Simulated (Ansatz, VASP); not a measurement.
# Two plane-wave programs on WC

File INCAR:

```
SYSTEM = WC
PREC     = Accurate       ! precision mode
ENCUT    = 1300           ! plane-wave cutoff, eV
EDIFF    = 1E-6           ! SCF threshold, eV
ISMEAR   = 1              ! smearing method
SIGMA    = 0.1            ! smearing width, eV
LREAL    = .False.        ! projectors in reciprocal space
LASPH    = .True.         ! aspherical terms in the spheres
NELM     = 120            ! most SCF steps
ALGO     = Normal         ! electronic algorithm
ISIF     = 2              ! what is computed and relaxed
LWAVE    = .False.        ! write WAVECAR
LCHARG   = .True.         ! write CHGCAR
LELF     = .True.         ! ELF
LVHAR    = .True.       
NBANDS   = 16             ! bands
GGA_COMPAT= .False.
```

Contents of KPOINTS:

```
Automatic mesh
0
Gamma
  3 3 3
  0 0 0
```

POSCAR

```
WC
1.0
    0.0000000000      2.1926840000      2.1926840000
    2.1926840000      0.0000000000      2.1926840000
    2.1926840000      2.1926840000      0.0000000000
W C
1 1
Direct
    0.0000000000      0.0000000000      0.0000000000
    0.5000000000      0.5000000000      0.5000000000
```

Input for Ansatz:

```yaml
crystal:
  lattice:
    - [0.0, 2.192684, 2.192684]
    - [2.192684, 0.0, 2.192684]
    - [2.192684, 2.192684, 0.0]
  atoms:
    - { symbol: W, position: [0.0, 0.0, 0.0] }
    - { symbol: C, position: [0.5, 0.5, 0.5] }
kpoints:
  mp_grid:
    grid: [3, 3, 3]
hamiltonian:
  xc: lda
scf:
  convergence:
    dr2_threshold: 1.0e-10
  occupations:
    method: methfessel_paxton
output:
  forces: true
  stress: true
```

Alike in both runs: task single point; functional LDA; k mesh 3 × 3 × 3; no spin polarisation.

|  | VASP | Ansatz |
| --- | --- | --- |
| version | VASP 6.6.1 | Ansatz 0.2.0 |
| potentials or method | VASP PAW LDA potentials, release 64 (W_sv, C_h) | plane waves, PAW |
| plane-wave cutoff (eV) | 1300 | 420 |
| occupations | methfessel-paxton of order 1, width 0.1 eV | methfessel-paxton of order 1 |
| valence electrons in the cell | 18 | 18 |

VASP gave:

```
pressure (GPa) : -7.2
```

Task: Which values does Ansatz return?

Result: Pressure (GPa): -9.2.

LDA's correlation is that of Perdew and Zunger in VASP and of Perdew and Wang (1992) in Ansatz.

The k mesh is coarse, so the values compare programs but aren't converged. Spin-orbit coupling is off throughout.
